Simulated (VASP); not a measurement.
A run of VASP 6.6.1 is set up as follows.

INCAR

```
SYSTEM = YHg
PREC     = Accurate       ! precision mode
ENCUT    = 520            ! plane-wave cutoff, eV
EDIFF    = 1E-7           ! SCF threshold, eV
ISMEAR   = -1             ! smearing method
SIGMA    = 0.08           ! smearing width, eV
LREAL    = .False.        ! projectors in reciprocal space
LASPH    = .True.         ! aspherical terms in the spheres
NELM     = 100            ! most SCF steps
ALGO     = Normal         ! electronic algorithm
ISIF     = 2              ! what is computed and relaxed
LWAVE    = .False.        ! write WAVECAR
LCHARG   = .False.        ! write CHGCAR
NBANDS   = 18             ! bands
```

The input KPOINTS:

```
regular mesh
0
Gamma
  11 11 11
  0 0 0
```

Contents of POSCAR:

```
YHg
1.0
    3.7304529249      0.0000000000      0.0000000000
    0.0000000000      3.7304529249      0.0000000000
    0.0000000000      0.0000000000      3.7304529249
Y Hg
1 1
Direct
    0.5000000000      0.5000000000      0.5000000000
    0.0000000000      0.0000000000      0.0000000000
```

Potentials or basis: VASP PAW LDA potentials, release 64 (Y_sv, Hg).

The run is started by

```sh
$ cat potpaw_LDA.64/Y_sv/POTCAR potpaw_LDA.64/Hg/POTCAR > POTCAR
$ mpirun -np 1 vasp_std > vasp.out
```

Question: What does it give for the pressure?

Answer: -5.6 GPa.

Question: Predict the band gap on the k mesh.

Answer: Zero (an odd number of electrons rules out a gap without spin polarisation).

Caveat: the cell stands under tension; spin-orbit coupling is left out, which moves the levels of the heavy elements.
